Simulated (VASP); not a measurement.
MgCdS2, 4 atoms in the cell. The structure is tetragonal, space group P4/mmm (No. 123). The conventional cell has a = 3.808 Å, b = 3.808 Å, c = 5.386 Å, α = 90.00°, β = 90.00°, γ = 90.00°. Within 3.6 Å of Mg (site symmetry 4/mmm) lie 6 S at 2.69 Å. Within 3.6 Å of Cd (site symmetry 4/mmm) lie 6 S at 2.69 Å. Within 3.6 Å of S (site symmetry 4/mmm) lie 4 Mg at 2.69 Å and 2 Cd at 2.69 Å. S (site symmetry 4/mmm) has 4 Cd at 2.69 Å and 2 Mg at 2.69 Å within 3.6 Å. 

| Item | Value |
| --- | --- |
| Program | VASP 6.6.1 |
| Task | single point |
| Functional | r2SCAN |
| Potentials or basis | VASP PAW PBE potentials, release 64 (Mg, Cd, S) |
| Cutoff | 520 eV |
| k mesh | 3 × 3 × 2 |
| Occupations | gaussian, width 0.01 eV |
| Spin | no spin polarisation |
| Dipole correction | no |
| Further INCAR settings | ALGO = Normal; EDIFF = 1e-07; NBANDS = 21 |

Potentials or basis: VASP PAW PBE potentials, release 64 (Mg, Cd, S).

Command:

```bash
$ cat potpaw_PBE.64/Mg/POTCAR potpaw_PBE.64/Cd/POTCAR potpaw_PBE.64/S/POTCAR > POTCAR
$ cp INCAR.step1 INCAR
$ mpirun -np 1 vasp_std > vasp.out
$ cp INCAR.step2 INCAR
$ mpirun -np 1 vasp_std > vasp.out
```

Hardware: 1 thread of AMD EPYC 7R43 64-Core Processor (Zen 3), with other jobs on the host.

Q: Estimate the wall time of this run.

A: Run time: 91 s on 1 thread of AMD EPYC 7R43 64-Core Processor (Zen 3), with other jobs on the host, peak memory 0.14 GiB. Counts: k points 6.
